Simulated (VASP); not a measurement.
Here is a VASP 6.6.1 calculation.

The input POSCAR:

```
Pt
1.0
    0.0000000000     -3.1389727827      0.0000000000
   -3.1389727827      0.0000000000      0.0000000000
    0.0000000000      0.0000000000     -3.1389727827
Pt
2
Direct
    0.4862052738      0.4862052738      0.4862052738
    0.0137947262      0.0137947262      0.0137947262
```

File INCAR.step1:

```
PREC = Accurate
ENCUT = 520
ISMEAR = 0
SIGMA = 0.15
LREAL = F
LASPH = T
NELM = 60
NBANDS = 17
GGA = PE
ALGO = Normal
EDIFF = 1E-4
LWAVE = T
LCHARG = F
```

File INCAR.step2:

```
PREC = Accurate
ENCUT = 520
EDIFF = 1E-6
ISMEAR = 0
SIGMA = 0.15
LREAL = F
LASPH = T
NELM = 60
ALGO = Normal
ISIF = 2
LWAVE = F
LCHARG = F
METAGGA = R2SCAN
LMIXTAU = T
NBANDS = 17
ISTART = 1
```

KPOINTS

```
Automatic mesh
0
Gamma
  20 20 20
```

Potentials or basis: VASP PAW PBE potentials, release 64 (Pt).

Launch:

```console
$ cat potpaw_PBE.64/Pt/POTCAR > POTCAR
$ cp INCAR.step1 INCAR
$ mpirun -np 1 vasp_std > vasp.out
$ cp INCAR.step2 INCAR
$ mpirun -np 1 vasp_std > vasp.out
```

Q: Predict the pressure.

A: 3.2 GPa.

Q: What does it give for the band gap on the k mesh?

A: Zero (band 10 reaches 11.29 eV, above the bottom of band 11 at 9.75 eV).

Q: What does it give for the largest force?

A: 1.278 eV/Å.

Forces on the atoms (eV/Å):
```
Pt  -0.738 -0.738 -0.738
Pt   0.738  0.738  0.738
```

Caveat: the cell differs from its parent crystal (mode 4 (144.5 1/cm) frozen in, largest displacement +0.075 Å); the PAW data sets were made with another functional, which shifts forces and pressure a little; spin-orbit coupling is left out, which moves the levels of the heavy elements.
